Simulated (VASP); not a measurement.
Input of a VASP 6.6.1 run:

File INCAR:

```
SYSTEM = MgO
  PREC = Accurate
  ENCUT = 520
  EDIFF = 1E-6
  ISMEAR = -1
  SIGMA = 0.05
  LREAL = .False.
  LASPH = .True.
  NELM = 80
  ALGO = Normal
  ISIF = 2
  LWAVE = .False.
  LCHARG = .True.
  GGA = PS
  LELF = .True.
  LVHAR = .True.
  NBANDS = 11
```

Contents of KPOINTS:

```
Automatic mesh
0
Gamma
  11 11 11
  0 0 0
```

Contents of POSCAR:

```
MgO
1.0
    0.0000000000      2.1070287752      2.1070287752
    2.1070287752      0.0000000000      2.1070287752
    2.1070287752      2.1070287752      0.0000000000
Mg O
1 1
Direct
    0.0000000000      0.0000000000      0.0000000000
    0.5000000000      0.5000000000      0.5000000000
```

Potentials or basis: VASP PAW PBE potentials, release 64 (Mg, O).

Command:

```bash
$ cat potpaw_PBE.64/Mg/POTCAR potpaw_PBE.64/O/POTCAR > POTCAR
$ mpirun -np 1 vasp_std > vasp.out
```

Question: Predict the band gap on the k mesh.

Answer: 4.62 eV, direct.

Question: Estimate the pressure.

Answer: -0.5 GPa.

Caveat: the PAW data sets were made with another functional, which shifts forces and pressure a little. A hybrid or GW would open this gap; PBEsol tends to underestimate it.
